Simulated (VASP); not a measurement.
**C: single point with PBE+D3(BJ)**

C, a slab with vacuum:

```
CELL_PARAMETERS angstrom
2.27196 0.00000 0.00000
-1.13598 2.12711 0.00000
0.00000 0.00000 8.52380
ATOMIC_POSITIONS crystal
C 0.33333 0.66667 0.00000
C 0.66667 0.33333 0.00000
```

This cell differs from its parent crystal: strain -0.0750 x Voigt [1, 0, 0, 0, 0, 0].

| Quantity | Value |
| --- | --- |
| Program | VASP 6.6.1 |
| Task | single point |
| Functional | PBE |
| Dispersion | D3(BJ) |
| Potentials or basis | VASP PAW PBE potentials, release 64 (C) |
| Cutoff | 520 eV |
| k mesh | 24 × 24 × 6 |
| Occupations | gaussian, width 0.15 eV |
| Spin | no spin polarisation |
| Dipole correction | no |
| Further INCAR settings | ALGO = Normal; EDIFF = 1e-06; NBANDS = 11 |

The largest force is 1.630 eV/Å and the dispersion energy per atom is -0.085 eV.

Forces on the atoms (eV/Å):
```
C    0.000  1.630  0.000
C    0.000 -1.630  0.000
```

It took 93 s on 1 thread of Intel(R) Xeon(R) 6975P-C (Granite Rapids), on a shared host, peak memory 0.33 GiB.

Caveat: the cell differs from its parent crystal (strain -0.0750 x Voigt [1, 0, 0, 0, 0, 0]).
